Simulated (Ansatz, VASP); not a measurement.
# Two plane-wave programs on ZnO

```
Zn O
1.0
     3.27939    0.00000    0.00000
    -1.63969    2.84003    0.00000
     0.00000    0.00000    5.29318
Zn O
2 2
Direct
  0.66667 0.33333 0.50060
  0.33333 0.66667 0.00060
  0.66667 0.33333 0.87971
  0.33333 0.66667 0.37971
```

Alike in both runs: task single point; functional PBE; k mesh 9 × 9 × 6; occupations gaussian, width 0.02 eV; no spin polarisation.

|  | VASP | Ansatz |
| --- | --- | --- |
| version | VASP 6.6.1 | Ansatz 0.2.0 |
| potentials or method | VASP PAW PBE potentials, release 64 (Zn, O), cutoff 520 eV | scalar-relativistic, plane waves, PAW |
| valence electrons in the cell | 36 | 36 |

Ansatz gave:

| Property | Result |
| --- | --- |
| gap on the k mesh at the Fermi level (eV) | 0.74 |
| least direct gap on the mesh (eV) | 0.74 |
| pressure (GPa) | 0.0 |

Which values does VASP return?

gap on the k mesh at the Fermi level (eV): 0.73; least direct gap on the mesh (eV): 0.73; pressure (GPa): 0.9.

The functional is the same, so the differences come from potentials, cutoffs and numerics.
